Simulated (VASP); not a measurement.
# RbAsPd (P4/nmm) in VASP: further runs

Runs on RbAsPd. Level: r2SCAN. Tasks: single point.

Everything below comes from runs of VASP 6.6.1. Logs are shortened: lines on timing, memory, paths and dates and some standing lists are left out, and cuts for length are marked.

## (1) The cell of the first run

Symmetry: P4/nmm, No. 129, tetragonal system. The conventional cell has a = 4.485 Å, b = 4.485 Å, c = 8.220 Å, α = 90.00°, β = 90.00°, γ = 90.00°. As (site symmetry 4mm) has 4 Pd at 2.73 Å and 5 Rb at 3.46 to 3.74 Å within 3.8 Å. Within 3.7 Å of Pd (site symmetry -4m2) lie 4 As at 2.73 Å and 4 Pd at 3.17 Å and 4 Rb at 3.69 Å. Rb (site symmetry 4mm) has 6 As at 3.46 to 4.48 Å and 4 Pd at 3.69 Å and 8 Rb at 3.95 to 4.49 Å within 4.5 Å.

## (2) Single point, r2SCAN

Input file POSCAR:

```
RbAsPd
1.0
    4.4851688800      0.0000000000      0.0000000000
    0.0000000000      4.4851688800      0.0000000000
    0.0000000000      0.0000000000      8.2200910300
As Pd Rb
2 2 2
Direct
    0.0000000000      0.5000000000      0.1884000000
    0.5000000000      0.0000000000      0.8116000000
    0.0000000000      0.0000000000      0.0000000000
    0.5000000000      0.5000000000      0.0000000000
    0.0000000000      0.5000000000      0.6434000000
    0.5000000000      0.0000000000      0.3566000000
```

Input file INCAR.step1:

```
  PREC = Accurate
  ENCUT = 520
  ISMEAR = 1
  SIGMA = 0.1244
  LREAL = False
  LASPH = True
  NELM = 100
  NBANDS = 33
  GGA = PE
  ALGO = Normal
  EDIFF = 1E-4
  LWAVE = True
  LCHARG = False
```

Input file INCAR.step2:

```
  PREC = Accurate
  ENCUT = 520
  EDIFF = 1E-6
  ISMEAR = 1
  SIGMA = 0.1244
  LREAL = False
  LASPH = True
  NELM = 100
  ALGO = Normal
  ISIF = 2
  LWAVE = False
  LCHARG = True
  METAGGA = R2SCAN
  LMIXTAU = True
  LELF = True
  LVHAR = True
  NBANDS = 33
  ISTART = 1
```

Input file KPOINTS:

```
regular mesh
0
Gamma
  4 4 3
```

Potentials or basis: VASP PAW PBE potentials, release 64 (As, Pd, Rb_sv).

The run is started by

```
$ cat potpaw_PBE.64/As/POTCAR potpaw_PBE.64/Pd/POTCAR potpaw_PBE.64/Rb_sv/POTCAR > POTCAR
$ cp INCAR.step1 INCAR
$ mpirun -np 1 vasp_std > vasp.out
$ cp INCAR.step2 INCAR
$ mpirun -np 1 vasp_std > vasp.out
```

OUTCAR:

```text
PREC = Accurate
   ENCUT = 520
   EDIFF = 1E-6
   ISMEAR = 1
   LREAL = False
   LASPH = True
   NELM = 100
   ISIF = 2
   METAGGA = R2SCAN
   ISTART = 1

 ion  position               nearest neighbor table
   1  0.000  0.500  0.188-   3 2.73   4 2.73   3 2.73   4 2.73   6 3.46   6 3.46   6 3.46   6 3.46
                             5 3.74
   2  0.500  0.000  0.812-   3 2.73   4 2.73   4 2.73   3 2.73   5 3.46   5 3.46   5 3.46   5 3.46
                             6 3.74
   3  0.000  0.000  0.000-   1 2.73   2 2.73   1 2.73   2 2.73   4 3.17   4 3.17   4 3.17   4 3.17
                             5 3.69   6 3.69   6 3.69   5 3.69
   4  0.500  0.500  0.000-   1 2.73   2 2.73   2 2.73   1 2.73   3 3.17   3 3.17   3 3.17   3 3.17
                             5 3.69   6 3.69   5 3.69   6 3.69
   5  0.000  0.500  0.643-   2 3.46   2 3.46   2 3.46   2 3.46   3 3.69   4 3.69   4 3.69   3 3.69
                             1 3.74   6 3.95   6 3.95   6 3.95   6 3.95
   6  0.500  0.000  0.357-   1 3.46   1 3.46   1 3.46   1 3.46   4 3.69   4 3.69   3 3.69   3 3.69
                             2 3.74   5 3.95   5 3.95   5 3.95   5 3.95

  LATTYP: Found a simple tetragonal cell.
 ALAT       =     4.4851688800
 C/A-ratio  =     1.8327272060

  Lattice vectors:

 A1 = (   4.4851688800,   0.0000000000,   0.0000000000)
 A2 = (   0.0000000000,   4.4851688800,   0.0000000000)
 A3 = (   0.0000000000,   0.0000000000,   8.2200910300)

Analysis of symmetry for initial positions (statically):
=====================================================================
 Subroutine PRICEL returns:
 Original cell was already a primitive cell.

 Routine SETGRP: Setting up the symmetry group for a
 simple tetragonal supercell.

 Subroutine GETGRP returns: Found 16 space group operations
 (whereof  8 operations were pure point group operations)
 out of a pool of 16 trial point group operations.

The static configuration has the point symmetry D_2d.
 The point group associated with its full space group is D_4h.

Analysis of symmetry for dynamics (positions and initial velocities):
=====================================================================
 Subroutine PRICEL returns:
 Original cell was already a primitive cell.

 Routine SETGRP: Setting up the symmetry group for a
 simple tetragonal supercell.

 Subroutine GETGRP returns: Found 16 space group operations
 (whereof  8 operations were pure point group operations)
 out of a pool of 16 trial point group operations.

The dynamic configuration has the point symmetry D_2d.
 The point group associated with its full space group is D_4h.

 Subroutine INISYM returns: Found 16 space group operations
 (whereof  8 operations are pure point group operations),
 and found     1 'primitive' translations

----------------------------------------------------------------------------------------

                                     Primitive cell

  volume of cell :     165.3614

  direct lattice vectors                    reciprocal lattice vectors
     4.485168880  0.000000000  0.000000000     0.222957045  0.000000000  0.000000000
     0.000000000  4.485168880  0.000000000     0.000000000  0.222957045  0.000000000
     0.000000000  0.000000000  8.220091030     0.000000000  0.000000000  0.121653154

  length of vectors
     4.485168880  4.485168880  8.220091030     0.222957045  0.222957045  0.121653154

  position of ions in fractional coordinates (direct lattice)
     0.000000000  0.500000000  0.188400000
     0.500000000  0.000000000  0.811600000
     0.000000000  0.000000000  0.000000000
     0.500000000  0.500000000  0.000000000
     0.000000000  0.500000000  0.643400000
     0.500000000  0.000000000  0.356600000

  ion indices of the primitive-cell ions
   primitive index   ion index
                 1           1
                 2           2
                 3           3
                 4           4
                 5           5
                 6           6

----------------------------------------------------------------------------------------

 KPOINTS: regular mesh

Automatic generation of k-mesh.
 Grid dimensions read from file:
 generate k-points for:    4    4    3

 Generating k-lattice:

  Cartesian coordinates                     Fractional coordinates (reciprocal lattice)
     0.055739261  0.000000000  0.000000000     0.250000000  0.000000000  0.000000000
     0.000000000  0.055739261  0.000000000     0.000000000  0.250000000  0.000000000
     0.000000000  0.000000000  0.040551051     0.000000000  0.000000000  0.333333333

  Length of vectors
     0.055739261  0.055739261  0.040551051

  Shift w.r.t. Gamma in fractional coordinates (k-lattice)
     0.000000000  0.000000000  0.000000000

 Subroutine IBZKPT returns following result:
 ===========================================

 Found     12 irreducible k-points:

 Following reciprocal coordinates:
            Coordinates               Weight
  0.000000  0.000000  0.000000      1.000000
  0.250000  0.000000  0.000000      4.000000
  0.500000  0.000000  0.000000      2.000000
  0.250000  0.250000  0.000000      4.000000
  0.500000  0.250000  0.000000      4.000000
  0.500000  0.500000  0.000000      1.000000
  0.000000  0.000000  0.333333      2.000000
  0.250000  0.000000  0.333333      8.000000
  0.500000  0.000000  0.333333      4.000000
  0.250000  0.250000  0.333333      8.000000
  0.500000  0.250000  0.333333      8.000000
  0.500000  0.500000  0.333333      2.000000
   k-points           NKPTS =     12   k-points in BZ     NKDIM =     12   number of bands    NBANDS=     33
   number of dos      NEDOS =    301   number of ions     NIONS =      6
   total plane-waves  NPLWV =  82944
   dimension x,y,z NGX =    36 NGY =   36 NGZ =   64
   dimension x,y,z NGXF=    72 NGYF=   72 NGZF=  128
   ions per type =               2   2   2
   NGX,Y,Z   is equivalent  to a cutoff of  13.34, 13.34, 12.94 a.u.
   NGXF,Y,Z  is equivalent  to a cutoff of  26.69, 26.69, 25.89 a.u.
 SYSTEM =  unknown system
   PREC   = accura    normal or accurate (medium, high low for compatibility)
   ISTART =      1    job   : 0-new  1-cont  2-samecut
   ICHARG =      0    charge: 1-file 2-atom 10-const
   ISPIN  =      1    spin polarized calculation?
   LNONCOLLINEAR =      F non collinear calculations
   LSORBIT =      F    spin-orbit coupling
   LASPH  =      T    aspherical Exc in radial PAW
   ENCUT  =  520.0 eV  38.22 Ry    6.18 a.u.   8.34  8.34 15.28*2*pi/ulx,y,z
   NELM   =    100;   NELMIN=  2; NELMDL=  0     # of ELM steps
   EDIFF  = 0.1E-05   stopping-criterion for ELM
   LREAL  =      F    real-space projection
   EDIFFG = 0.1E-04   stopping-criterion for IOM
   NSW    =      0    number of steps for IOM
   IBRION =     -1    ionic relax: 0-MD 1-quasi-New 2-CG
   NFREE  =      0    steps in history (QN), initial steepest desc. (CG)
   ISIF   =      2    stress and relaxation
   ISYM   =      2    0-nonsym 1-usesym 2-fastsym
   POTIM  = 0.5000    time-step for ionic-motion
   TEBEG  =    0.0;   TEEND  =   0.0 temperature during run
   PSTRESS=    0.0 pullay stress
   NELECT =      48.0000    total number of electrons
   NUPDOWN=      -1.0000    fix difference up-down
   EMIN   =  10.00;   EMAX   =-10.00  energy-range for DOS
   EFERMI =   0.00;   METHOD = LEGACY
   ISMEAR =     1;   SIGMA  =   0.12  broadening in eV -4-tet -1-fermi 0-gaus
   EFERMI_NEDOS =   21; number of points for ismear=-14 and -15
   IALGO  =     38    algorithm
   IMIX   =      4    mixing-type and parameters
     AMIX     =   0.40;   BMIX     =  1.00
     AMIX_MAG =   1.60;   BMIX_MAG =  1.00
  volume/ion in A,a.u.               =      27.56       185.99
  Fermi-wavevector in a.u.,A,eV,Ry     =   1.083953  2.048374 15.986225  1.174954
  Thomas-Fermi vector in A             =   2.220032
   LORBIT       =      0    0 simple, 1 ext, 2 COOP (PROOUT), +10 PAW based schemes
   METAGGA = R2SCAN    functional components
   LHFCALC =     F    Hartree Fock is set to
   AEXX    =    0.0000 exact exchange contribution
   IVDW    =     0    specifies the selected vdW correction
   LEPSILON=     F    determine dielectric tensor
   LRPA    =     F    only Hartree local field effects (RPA)
 non-spin polarized calculation
 Methfessel and Paxton  Order N= 1 SIGMA  =   0.12
  energy-cutoff  :      520.00
  volume of cell :      165.36
 maximum number of plane-waves:      4483
 NGX is ok and might be reduce to    36
   NGX = 17   NGY = 17   NGZ = 31

 number of electron      48.0000002 magnetization

 Free energy of the ion-electron system (eV)
  ---------------------------------------------------
  ext. energy  EPLUGINS =         0.00000000
  ---------------------------------------------------
  free energy    TOTEN  =      -104.80247732 eV

  energy without entropy =     -104.76969102  energy(sigma->0) =     -104.79154855

 E-fermi :   3.4967     XC(G=0):  -9.5926

 val. band max:        3.4853076326   @ k =   0.2500   0.2500   0.0000
 cond. band min:       3.5009037196   @ k =   0.2500   0.2500   0.3333
 fundamental gap:      0.0155960870
 Fermi energy:         3.4966791733

 k-point     1 :       0.0000    0.0000    0.0000
  band No.  band energies     occupation
      1     -25.3825      2.00000
      2     -25.3137      2.00000
      3      -9.1369      2.00000
      4      -9.0383      2.00000
      5      -9.0383      2.00000
      6      -8.9497      2.00000
[... 25 lines left out ...]
     32       8.6265      0.00000
     33       8.8375      0.00000

 k-point     2 :       0.2500    0.0000    0.0000
  band No.  band energies     occupation
      1     -25.3685      2.00000
      2     -25.3198      2.00000
      3      -9.2806      2.00000
      4      -9.1389      2.00000
      5      -8.9915      2.00000
      6      -8.9740      2.00000
[... 25 lines left out ...]
     32       8.1106      0.00000
     33       8.7097      0.00000

 k-point     3 :       0.5000    0.0000    0.0000
  band No.  band energies     occupation
      1     -25.3402      2.00000
      2     -25.3402      2.00000
      3      -9.3636      2.00000
      4      -9.3636      2.00000
      5      -8.8950      2.00000
      6      -8.8950      2.00000
[... 25 lines left out ...]
     32       8.1022      0.00000
     33       8.3794      0.00000

 k-point     4 :       0.2500    0.2500    0.0000
  band No.  band energies     occupation
      1     -25.3576      2.00000
      2     -25.3231      2.00000
      3      -9.1964      2.00000
      4      -9.1886      2.00000
      5      -9.1538      2.00000
      6      -8.9512      2.00000
[... 25 lines left out ...]
     32       8.7780      0.00000
     33       9.4581      0.00000

 k-point     5 :       0.5000    0.2500    0.0000
  band No.  band energies     occupation
      1     -25.3364      2.00000
      2     -25.3364      2.00000
      3      -9.2925      2.00000
      4      -9.2925      2.00000
      5      -8.9791      2.00000
      6      -8.9791      2.00000
[... 172 lines left out ...]
 k-point    10 :       0.2500    0.2500    0.3333
  band No.  band energies     occupation
      1     -25.3575      2.00000
      2     -25.3231      2.00000
      3      -9.2236      2.00000
      4      -9.1959      2.00000
      5      -9.1522      2.00000
      6      -8.9225      2.00000
[... 25 lines left out ...]
     32       9.0119      0.00000
     33       9.0817      0.00000

 k-point    11 :       0.5000    0.2500    0.3333
  band No.  band energies     occupation
      1     -25.3364      2.00000
      2     -25.3364      2.00000
      3      -9.2956      2.00000
      4      -9.2956      2.00000
      5      -8.9838      2.00000
      6      -8.9838      2.00000
[... 25 lines left out ...]
     32       8.9370      0.00000
     33       9.8865      0.00000

 k-point    12 :       0.5000    0.5000    0.3333
  band No.  band energies     occupation
      1     -25.3327      2.00000
      2     -25.3327      2.00000
      3      -9.2622      2.00000
      4      -9.2622      2.00000
      5      -8.9200      2.00000
      6      -8.9200      2.00000
[... 25 lines left out ...]
     32       8.9321      0.00000
     33       9.8068      0.00000

------------------------ aborting loop because EDIFF is reached ----------------------------------------

  FORCE on cell =-STRESS in cart. coord.  units (eV):
  Direction    XX          YY          ZZ          XY          YZ          ZX
  --------------------------------------------------------------------------------------
  -------------------------------------------------------------------------------------
  Total       -5.0462512     -5.0462512     -6.4658443      0.0000000      0.0000000      0.0000000
  in kB      -48.8928350    -48.8928350    -62.6471905      0.0000000      0.0000000      0.0000000
  external PRESSURE =     -53.4776202 kB  Pullay stress =       0.0000000 kB

 VOLUME and BASIS-vectors are now :
 -----------------------------------------------------------------------------
  energy-cutoff  :      520.00
  volume of cell :      165.36
      direct lattice vectors                 reciprocal lattice vectors
     4.485168880  0.000000000  0.000000000     0.222957045  0.000000000  0.000000000
     0.000000000  4.485168880  0.000000000     0.000000000  0.222957045  0.000000000
     0.000000000  0.000000000  8.220091030     0.000000000  0.000000000  0.121653154

 POSITION                                       TOTAL-FORCE (eV/Angst)
 -----------------------------------------------------------------------------------
      0.00000      2.24258      1.54867         0.000000     -0.000000     -1.976234
      2.24258      0.00000      6.67143         0.000000      0.000000      1.976234
      0.00000      0.00000      0.00000         0.000000      0.000000     -0.000000
      2.24258      2.24258      0.00000         0.000000     -0.000000     -0.000000
      0.00000      2.24258      5.28881        -0.000000     -0.000000      0.311031
      2.24258      0.00000      2.93128         0.000000     -0.000000     -0.311031
 -----------------------------------------------------------------------------------
    total drift:                                0.000000      0.000000     -0.000000

  FREE ENERGIE OF THE ION-ELECTRON SYSTEM (eV)
  ---------------------------------------------------
  free  energy   TOTEN  =      -104.8024773226 eV

  energy  without entropy=     -104.7696910197  energy(sigma->0) =     -104.79154855
```

It took 2.9 min on 1 thread of AMD EPYC 9R45 (Zen 5), shared host; peak memory 0.31 GiB.

What came out:

```yaml
Free_energy: -104.8025 eV
Pressure: -5.3 GPa
Largest_force: 1.976 eV/Å
Band_gap_on_the_k_mesh: zero (bands 24 and 25 overlap by 0.66 eV)
```

Forces on the atoms (eV/Å):
```
As   0.000  0.000 -1.976
As   0.000  0.000  1.976
Pd   0.000  0.000  0.000
Pd   0.000  0.000  0.000
Rb   0.000  0.000  0.311
Rb   0.000  0.000 -0.311
```

Caveat: the cell stands under tension; the PAW data sets were made with another functional, which shifts forces and pressure a little.

(Continued in part 2 of 2.)
